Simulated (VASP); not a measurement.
Write the native input for VASP 6.6.1 that does the following.

- Task: single point
- Functional: PBE
- Potentials or basis: VASP PAW PBE potentials, release 64 (Hf_pv, C)
- Cutoff: 520 eV
- k mesh: 12 × 12 × 6
- Occupations: gaussian, width 0.05 eV
- Spin: no spin polarisation
- Dipole correction: no
- Further INCAR settings: ALGO = Normal; EDIFF = 1e-06; NBANDS = 22

The structure of HfC lies in POSCAR:

```
HfC
1.0
    3.7722067095      0.0000000000      0.0000000000
   -1.8861033548      3.2668268387      0.0000000000
    0.0000000000      0.0000000000      4.5739811260
Hf C
2 2
Direct
    0.6666666667      0.3333333333      0.0663595880
    0.3333333333      0.6666666667      0.5663595880
    0.6666666667      0.3333333333      0.5588404120
    0.3333333333      0.6666666667      0.0588404120
```

This cell differs from its parent crystal: volume scaled by 0.945.

One way to write it, as run:

INCAR

```
PREC = Accurate
ENCUT = 520
EDIFF = 1E-6
ISMEAR = 0
SIGMA = 0.05
LREAL = False
LASPH = True
NELM = 80
ALGO = Normal
ISIF = 2
LWAVE = False
LCHARG = False
GGA = PE
NBANDS = 22
```

KPOINTS

```
Automatic mesh
0
Gamma
  12 12 6
```

Potentials or basis: VASP PAW PBE potentials, release 64 (Hf_pv, C).

The run is started by

```console
$ cat potpaw_PBE.64/Hf_pv/POTCAR potpaw_PBE.64/C/POTCAR > POTCAR
$ mpirun -np 1 vasp_std > vasp.out
```

Results of the run:

The pressure is 11.1 GPa, the largest force is 0.011 eV/Å and the band gap on the k mesh is zero (band 14 reaches 6.07 eV, above the bottom of band 15 at 4.71 eV).

Caveat: spin-orbit coupling is left out, which moves the levels of the heavy elements.

Run time: 4.2 min on 1 thread of AMD EPYC 7571 (shared host), peak memory 0.2 GiB.
